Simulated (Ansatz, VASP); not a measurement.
# PtSe2 in VASP and in Ansatz

```
CELL_PARAMETERS angstrom
3.70704 0.00000 0.00000
-1.85352 3.21039 0.00000
0.00000 0.00000 22.79816
ATOMIC_POSITIONS crystal
Se 0.66667 0.33333 0.19738
Se 0.33333 0.66667 0.31358
Se 0.33333 0.00000 0.46754
Se 0.66667 0.66667 0.58374
Pt 0.00000 0.00000 0.25548
Pt 0.00000 0.33333 0.52564
```

Alike in both runs: task single point; functional PBE; dispersion D3(BJ); k mesh 9 × 9 × 1; occupations gaussian, width 0.05 eV; no spin polarisation.

```csv
,VASP,Ansatz
version,VASP 6.6.1,Ansatz 0.2.0
potentials or method,"VASP PAW PBE potentials, release 64 (Se, Pt), cutoff 520 eV","scalar-relativistic, plane waves, PAW"
valence electrons in the cell,44,100
```

Ansatz gave:

| Property | Result |
| --- | --- |
| gap on the k mesh at the Fermi level (eV) | 0.94 |
| least direct gap on the mesh (eV) | 1.11 |
| rms of the force components (eV/Å) | 0.032 |

Q: Estimate VASP's values.

A: gap on the k mesh at the Fermi level (eV): 0.94; least direct gap on the mesh (eV): 1.10; rms of the force components (eV/Å): 0.032.

VASP's potentials hold 44 valence electrons a cell and Ansatz's 100, so a difference there can come from the potentials and not from the codes.

Neither program's run includes spin-orbit coupling.
